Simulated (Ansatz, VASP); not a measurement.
## One calculation of BaTl3B, two programs

```xyz
5
Lattice="5.2493 0.0000 0.0000 0.0000 5.2493 0.0000 0.0000 0.0000 5.2493" Properties=species:S:1:pos:R:3 pbc="T T T"
Ba    0.0000    0.0000    0.0000
Tl    0.0000    2.6246    2.6246
Tl    2.6246    0.0000    2.6246
Tl    2.6246    2.6246    0.0000
B     2.6246    2.6246    2.6246
```

Alike in both runs: functional PBE; k mesh 8 × 8 × 8; occupations gaussian, width 0.1 eV; no spin polarisation.

Ansatz relaxed the structure, and its values are those at the end. VASP's run is a single point on that final structure, the one shown.

|  | VASP | Ansatz |
| --- | --- | --- |
| version | VASP 6.6.1 | Ansatz 0.2.0 |
| potentials or method | VASP PAW PBE potentials, release 64 (Ba_sv, Tl_d, B), cutoff 520 eV | scalar-relativistic, plane waves, PAW |
| valence electrons in the cell | 52 | 52 |

|  | VASP | Ansatz | Ansatz less VASP |
| --- | --- | --- | --- |
| gap on the k mesh at the Fermi level (eV) | none | none | - |
| pressure (GPa) | 0.1 | 0.0 | -0.08 |

A gap of «none» marks a metal or a gap that the smearing closes. The functional is the same, so the differences come from potentials, cutoffs and numerics.

Spin-orbit coupling is off throughout.
